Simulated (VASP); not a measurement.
# Ti (Cmcm) in VASP: single point with r2SCAN

Aim: the single point of Ti with r2SCAN.

Everything below comes from runs of VASP 6.6.1. Logs are shortened: lines on timing, memory, paths and dates and some standing lists are left out, and cuts for length are marked.

## 1. The cell of the first run

It takes space group Cmcm (No. 63, orthorhombic). Conventional cell: a = 3.068 Å, b = 5.085 Å, c = 4.636 Å, α = 90.00°, β = 90.00°, γ = 90.00°. Within 3.8 Å of Ti (site symmetry m2m) lie 12 Ti at 2.87 to 3.07 Å.

## 2. Single point, r2SCAN (strain +0.0450 x Voigt [1, 0, 0, 0, 0, 0])

Input file POSCAR:

```
Ti
1.0
    3.0679078052      0.0000000000      0.0000000000
   -1.5339539026      2.5424747328      0.0000000000
    0.0000000000      0.0000000000      4.6361929056
Ti
2
Direct
    0.3333333333      0.6666666667      0.2500000000
    0.6666666667      0.3333333333      0.7500000000
```

Input file INCAR.step1:

```
SYSTEM = Ti
PREC = Accurate
ENCUT = 520
ISMEAR = 0
SIGMA = 0.15
LREAL = .False.
LASPH = .True.
NELM = 100
NBANDS = 19
GGA = PE
ALGO = Normal
EDIFF = 1E-4
LWAVE = .True.
LCHARG = .False.
```

Input file INCAR.step2:

```
SYSTEM = Ti
PREC = Accurate
ENCUT = 520
EDIFF = 1E-7
ISMEAR = 0
SIGMA = 0.15
LREAL = .False.
LASPH = .True.
NELM = 100
ALGO = Normal
ISIF = 2
LWAVE = .False.
LCHARG = .True.
METAGGA = R2SCAN
LMIXTAU = .True.
LELF = .True.
LVHAR = .True.
NBANDS = 19
ISTART = 1
```

Input file KPOINTS:

```
regular mesh
0
Gamma
  24 24 14
  0 0 0
```

Potentials or basis: VASP PAW PBE potentials, release 64 (Ti_sv).

The run is started by

```bash
> cat potpaw_PBE.64/Ti_sv/POTCAR > POTCAR
> cp INCAR.step1 INCAR
> mpirun -np 1 vasp_std > vasp.out
> cp INCAR.step2 INCAR
> mpirun -np 1 vasp_std > vasp.out
```

OUTCAR:

```text
SYSTEM = Ti
   PREC = Accurate
   ENCUT = 520
   EDIFF = 1E-7
   ISMEAR = 0
   LREAL = .False.
   LASPH = .True.
   NELM = 100
   ISIF = 2
   METAGGA = R2SCAN
   ISTART = 1

 ion  position               nearest neighbor table
   1  0.333  0.667  0.250-   2 2.87   2 2.87   2 2.91   2 2.91   2 2.91   2 2.91
   2  0.667  0.333  0.750-   1 2.87   1 2.87   1 2.91   1 2.91   1 2.91   1 2.91

  Warning from LATTYP: Monoclinic adjustment (A1->A3, A2->A1, A3->A2)!
  LATTYP: Found a base centered orthorhombic cell.
 ALAT       =     3.0679078052
 B/A-ratio  =     1.6574648876
 C/A-ratio  =     1.5111904268

  Lattice vectors:

 A1 = (   1.5339539026,  -2.5424747328,   0.0000000000)
 A2 = (   1.5339539026,   2.5424747328,   0.0000000000)
 A3 = (   0.0000000000,   0.0000000000,   4.6361929056)

Analysis of symmetry for initial positions (statically):
=====================================================================
 Subroutine PRICEL returns:
 Original cell was already a primitive cell.

 Routine SETGRP: Setting up the symmetry group for a
 base centered orthorhombic supercell.

 Subroutine GETGRP returns: Found  8 space group operations
 (whereof  4 operations were pure point group operations)
 out of a pool of  8 trial point group operations.

The static configuration has the point symmetry C_2h.
 The point group associated with its full space group is D_2h.

Analysis of symmetry for dynamics (positions and initial velocities):
=====================================================================
 Subroutine PRICEL returns:
 Original cell was already a primitive cell.

 Routine SETGRP: Setting up the symmetry group for a
 base centered orthorhombic supercell.

 Subroutine GETGRP returns: Found  8 space group operations
 (whereof  4 operations were pure point group operations)
 out of a pool of  8 trial point group operations.

The dynamic configuration has the point symmetry C_2h.
 The point group associated with its full space group is D_2h.

 Subroutine INISYM returns: Found  8 space group operations
 (whereof  4 operations are pure point group operations),
 and found     1 'primitive' translations

----------------------------------------------------------------------------------------

                                     Primitive cell

  volume of cell :      36.1627

  direct lattice vectors                    reciprocal lattice vectors
     3.067907805  0.000000000  0.000000000     0.325955036  0.196658788  0.000000000
    -1.533953903  2.542474733  0.000000000     0.000000000  0.393317576  0.000000000
     0.000000000  0.000000000  4.636192906     0.000000000  0.000000000  0.215694217

  length of vectors
     3.067907805  2.969375750  4.636192906     0.380685388  0.393317576  0.215694217

  position of ions in fractional coordinates (direct lattice)
     0.333333333  0.666666667  0.250000000
     0.666666667  0.333333333  0.750000000

  ion indices of the primitive-cell ions
   primitive index   ion index
                 1           1
                 2           2

----------------------------------------------------------------------------------------

 KPOINTS: regular mesh

Automatic generation of k-mesh.
 Grid dimensions read from file:
 generate k-points for:   24   24   14

 Generating k-lattice:

  Cartesian coordinates                     Fractional coordinates (reciprocal lattice)
     0.013581460  0.008194116  0.000000000     0.041666667  0.000000000  0.000000000
     0.000000000  0.016388232  0.000000000     0.000000000  0.041666667  0.000000000
     0.000000000  0.000000000  0.015406730     0.000000000  0.000000000  0.071428571

  Length of vectors
     0.015861891  0.016388232  0.015406730

  Shift w.r.t. Gamma in fractional coordinates (k-lattice)
     0.000000000  0.000000000  0.000000000

 Subroutine IBZKPT returns following result:
 ===========================================

 Found   1256 irreducible k-points:

 Following reciprocal coordinates:
            Coordinates               Weight
  0.000000  0.000000  0.000000      1.000000
  0.041667  0.000000  0.000000      4.000000
  0.083333  0.000000  0.000000      4.000000
  0.125000  0.000000  0.000000      4.000000
  0.166667  0.000000  0.000000      4.000000
  0.208333  0.000000  0.000000      4.000000
[... 16 lines left out ...]
  0.375000  0.041667  0.000000      4.000000
  0.416667  0.041667  0.000000      4.000000
 [... further k-points ...]
   k-points           NKPTS =   1256   k-points in BZ     NKDIM =   1256   number of bands    NBANDS=     19
   number of dos      NEDOS =    301   number of ions     NIONS =      2
   total plane-waves  NPLWV =  20736
   dimension x,y,z NGX =    24 NGY =   24 NGZ =   36
   dimension x,y,z NGXF=    48 NGYF=   48 NGZF=   72
   ions per type =               2
   NGX,Y,Z   is equivalent  to a cutoff of  13.01, 13.44, 12.91 a.u.
   NGXF,Y,Z  is equivalent  to a cutoff of  26.01, 26.87, 25.82 a.u.
 SYSTEM =  Ti
   PREC   = accura    normal or accurate (medium, high low for compatibility)
   ISTART =      1    job   : 0-new  1-cont  2-samecut
   ICHARG =      0    charge: 1-file 2-atom 10-const
   ISPIN  =      1    spin polarized calculation?
   LNONCOLLINEAR =      F non collinear calculations
   LSORBIT =      F    spin-orbit coupling
   LASPH  =      T    aspherical Exc in radial PAW
   ENCUT  =  520.0 eV  38.22 Ry    6.18 a.u.   5.70  5.52  8.62*2*pi/ulx,y,z
   NELM   =    100;   NELMIN=  2; NELMDL=  0     # of ELM steps
   EDIFF  = 0.1E-06   stopping-criterion for ELM
   LREAL  =      F    real-space projection
   EDIFFG = 0.1E-05   stopping-criterion for IOM
   NSW    =      0    number of steps for IOM
   IBRION =     -1    ionic relax: 0-MD 1-quasi-New 2-CG
   NFREE  =      0    steps in history (QN), initial steepest desc. (CG)
   ISIF   =      2    stress and relaxation
   ISYM   =      2    0-nonsym 1-usesym 2-fastsym
   POTIM  = 0.5000    time-step for ionic-motion
   TEBEG  =    0.0;   TEEND  =   0.0 temperature during run
   PSTRESS=    0.0 pullay stress
   NELECT =      24.0000    total number of electrons
   NUPDOWN=      -1.0000    fix difference up-down
   EMIN   =  10.00;   EMAX   =-10.00  energy-range for DOS
   EFERMI =   0.00;   METHOD = LEGACY
   ISMEAR =     0;   SIGMA  =   0.15  broadening in eV -4-tet -1-fermi 0-gaus
   EFERMI_NEDOS =   21; number of points for ismear=-14 and -15
   IALGO  =     38    algorithm
   IMIX   =      4    mixing-type and parameters
     AMIX     =   0.40;   BMIX     =  1.00
     AMIX_MAG =   1.60;   BMIX_MAG =  1.00
  volume/ion in A,a.u.               =      18.08       122.02
  Fermi-wavevector in a.u.,A,eV,Ry     =   1.427990  2.698509 27.744385  2.039155
  Thomas-Fermi vector in A             =   2.548100
   LORBIT       =      0    0 simple, 1 ext, 2 COOP (PROOUT), +10 PAW based schemes
   METAGGA = R2SCAN    functional components
   LHFCALC =     F    Hartree Fock is set to
   AEXX    =    0.0000 exact exchange contribution
   IVDW    =     0    specifies the selected vdW correction
   LEPSILON=     F    determine dielectric tensor
   LRPA    =     F    only Hartree local field effects (RPA)
 non-spin polarized calculation
 Gauss-broadening in eV      SIGMA  =   0.15
  energy-cutoff  :      520.00
  volume of cell :       36.16
 maximum number of plane-waves:       994
   NGX = 11   NGY = 11   NGZ = 17

 number of electron      24.0000004 magnetization

 Free energy of the ion-electron system (eV)
  ---------------------------------------------------
  ext. energy  EPLUGINS =         0.00000000
  ---------------------------------------------------
  free energy    TOTEN  =       -25.87279806 eV

  energy without entropy =      -25.85170184  energy(sigma->0) =      -25.86224995

 E-fermi :   7.9770     XC(G=0): -12.1899

 val. band max:        7.9768005813   @ k =  -0.4583   0.1667   0.4286
 cond. band min:       7.9791361268   @ k =  -0.1667   0.0833   0.1429
 fundamental gap:      0.0023355456
 Fermi energy:         7.9769888593

 k-point     1 :       0.0000    0.0000    0.0000
  band No.  band energies     occupation
      1     -51.3451      2.00000
      2     -51.2117      2.00000
      3     -26.8783      2.00000
      4     -26.2972      2.00000
      5     -26.2695      2.00000
      6     -26.1995      2.00000
[... 11 lines left out ...]
     18       9.6546      0.00000
     19      11.1345      0.00000

 k-point     2 :       0.0417    0.0000    0.0000
  band No.  band energies     occupation
      1     -51.3437      2.00000
      2     -51.2113      2.00000
      3     -26.8748      2.00000
      4     -26.3021      2.00000
      5     -26.2732      2.00000
      6     -26.2012      2.00000
[... 11 lines left out ...]
     18       9.6225      0.00000
     19      11.2096      0.00000

 k-point     3 :       0.0833    0.0000    0.0000
  band No.  band energies     occupation
      1     -51.3395      2.00000
      2     -51.2100      2.00000
      3     -26.8646      2.00000
      4     -26.3182      2.00000
      5     -26.2825      2.00000
      6     -26.2167      2.00000
[... 11 lines left out ...]
     18       9.6234      0.00000
     19      11.2676      0.00000

 k-point     4 :       0.1250    0.0000    0.0000
  band No.  band energies     occupation
      1     -51.3327      2.00000
      2     -51.2081      2.00000
      3     -26.8481      2.00000
      4     -26.3467      2.00000
      5     -26.2941      2.00000
      6     -26.2462      2.00000
[... 11 lines left out ...]
     18       9.7269      0.00000
     19      11.3281      0.00000

 k-point     5 :       0.1667    0.0000    0.0000
  band No.  band energies     occupation
      1     -51.3238      2.00000
      2     -51.2058      2.00000
      3     -26.8257      2.00000
      4     -26.3857      2.00000
      5     -26.3071      2.00000
      6     -26.2859      2.00000
[... 11 lines left out ...]
     18       9.8838      0.00000
     19      11.3935      0.00000

 k-point     6 :       0.2083    0.0000    0.0000
  band No.  band energies     occupation
      1     -51.3131      2.00000
      2     -51.2033      2.00000
      3     -26.7984      2.00000
      4     -26.4321      2.00000
      5     -26.3322      2.00000
      6     -26.3209      2.00000
[... 11 lines left out ...]
     18      10.0847      0.00000
     19      11.4573      0.00000

 k-point     7 :       0.2500    0.0000    0.0000
  band No.  band energies     occupation
      1     -51.3013      2.00000
      2     -51.2010      2.00000
      3     -26.7671      2.00000
      4     -26.4825      2.00000
      5     -26.3811      2.00000
      6     -26.3353      2.00000
[... 11 lines left out ...]
     18      10.3174      0.00000
     19      11.5149      0.00000

 k-point     8 :       0.2917    0.0000    0.0000
  band No.  band energies     occupation
      1     -51.2889      2.00000
      2     -51.1992      2.00000
      3     -26.7332      2.00000
      4     -26.5332      2.00000
      5     -26.4292      2.00000
      6     -26.3493      2.00000
[... 256 lines left out ...]
 k-point    20 :       0.2500    0.0417    0.0000
  band No.  band energies     occupation
      1     -51.2933      2.00000
      2     -51.1994      2.00000
      3     -26.7465      2.00000
      4     -26.5119      2.00000
      5     -26.4194      2.00000
      6     -26.3378      2.00000
[... 11 lines left out ...]
     18      10.4903      0.00000
     19      11.5309      0.00000

 k-point    21 :       0.2917    0.0417    0.0000
  band No.  band energies     occupation
      1     -51.2811      2.00000
      2     -51.1980      2.00000
      3     -26.7120      2.00000
      4     -26.5608      2.00000
      5     -26.4632      2.00000
      6     -26.3531      2.00000
[... 11 lines left out ...]
     18      10.7908      0.00000
     19      11.5752      0.00000

 k-point    22 :       0.3333    0.0417    0.0000
  band No.  band energies     occupation
      1     -51.2694      2.00000
      2     -51.1976      2.00000
      3     -26.6775      2.00000
      4     -26.6045      2.00000
      5     -26.5015      2.00000
      6     -26.3666      2.00000
[... 11 lines left out ...]
     18      11.1136      0.00000
     19      11.6097      0.00000

 k-point    23 :       0.3750    0.0417    0.0000
  band No.  band energies     occupation
      1     -51.2592      2.00000
      2     -51.1980      2.00000
      3     -26.6457      2.00000
      4     -26.6399      2.00000
      5     -26.5318      2.00000
      6     -26.3778      2.00000
[... 11 lines left out ...]
     18      11.4641      0.00000
     19      11.6348      0.00000

 k-point    24 :       0.4167    0.0417    0.0000
  band No.  band energies     occupation
      1     -51.2514      2.00000
      2     -51.1989      2.00000
      3     -26.6645      2.00000
      4     -26.6202      2.00000
      5     -26.5520      2.00000
      6     -26.3860      2.00000
[... 11 lines left out ...]
     18      11.6509      0.00000
     19      11.8461      0.00000

 [... further k-points ...]

------------------------ aborting loop because EDIFF is reached ----------------------------------------

  FORCE on cell =-STRESS in cart. coord.  units (eV):
  Direction    XX          YY          ZZ          XY          YZ          ZX
  --------------------------------------------------------------------------------------
  -------------------------------------------------------------------------------------
  Total       -1.7982427     -0.5275442     -0.6299855      0.0000000     -0.0000000      0.0000000
  in kB      -79.6706625    -23.3727045    -27.9113409      0.0000000     -0.0000000      0.0000000
  external PRESSURE =     -43.6515693 kB  Pullay stress =       0.0000000 kB

 VOLUME and BASIS-vectors are now :
 -----------------------------------------------------------------------------
  energy-cutoff  :      520.00
  volume of cell :       36.16
      direct lattice vectors                 reciprocal lattice vectors
     3.067907805  0.000000000  0.000000000     0.325955036  0.196658788  0.000000000
    -1.533953903  2.542474733  0.000000000     0.000000000  0.393317576  0.000000000
     0.000000000  0.000000000  4.636192906     0.000000000  0.000000000  0.215694217

 POSITION                                       TOTAL-FORCE (eV/Angst)
 -----------------------------------------------------------------------------------
     -0.00000      1.69498      1.15905         0.000000     -0.158776      0.000000
      1.53395      0.84749      3.47714        -0.000000      0.158776      0.000000
 -----------------------------------------------------------------------------------
    total drift:                               -0.000000      0.000000     -0.000000

  FREE ENERGIE OF THE ION-ELECTRON SYSTEM (eV)
  ---------------------------------------------------
  free  energy   TOTEN  =       -25.8727980618 eV

  energy  without entropy=      -25.8517018379  energy(sigma->0) =      -25.86224995
```

Run time: 1.7 h. Hardware: 1 thread of Oxide Virtual Turin-like, shared host; peak memory 0.7 GiB.

What came out:

| Item | Value |
| --- | --- |
| Free energy | -25.8728 eV |
| Pressure | -4.4 GPa |
| Largest force | 0.159 eV/Å |
| Band gap on the k mesh | zero (bands 12 and 13 overlap by 1.13 eV) |

Forces in eV/Å, atoms in the order of the input:
```
Ti   0.000 -0.159  0.000
Ti   0.000  0.159  0.000
```

Stress tensor (GPa, compression positive):
```
-7.97  0.00  0.00
 0.00 -2.34  0.00
 0.00  0.00 -2.79
```

Levels at points of the mesh, in eV from the Fermi level:
```
           k point  band 8  band 9  band 10  band 11  band 12  band 13  band 14  band 15  band 16  band 17
(0.00, 0.00, 0.00)  -34.14   -6.53    -2.75     0.54     0.70     1.08     1.09     1.13     1.58     1.58
(0.50, 0.00, 0.00)  -34.20   -2.53    -2.17    -1.80    -1.06     0.52     0.79     1.22     3.24     3.49
(0.00, 0.50, 0.00)  -34.24   -2.45    -2.20    -1.80    -0.78     0.28     0.81     1.47     3.34     3.59
(0.00, 0.00, 0.50)  -34.19   -4.58    -4.58     0.16     0.16     0.46     0.46     0.92     0.92     2.83
(0.50, 0.00, 0.50)  -34.28   -2.58    -2.58    -0.80    -0.80     1.03     1.03     1.84     1.84     3.38
(0.00, 0.50, 0.50)  -34.32   -2.54    -2.54    -0.76    -0.76     1.32     1.32     1.60     1.60     3.48
```

Caveat: the cell differs from its parent crystal (strain +0.0450 x Voigt [1, 0, 0, 0, 0, 0]); the stress differs along the axes, from -8 to -2 GPa; the PAW data sets were made with another functional, which shifts forces and pressure a little.
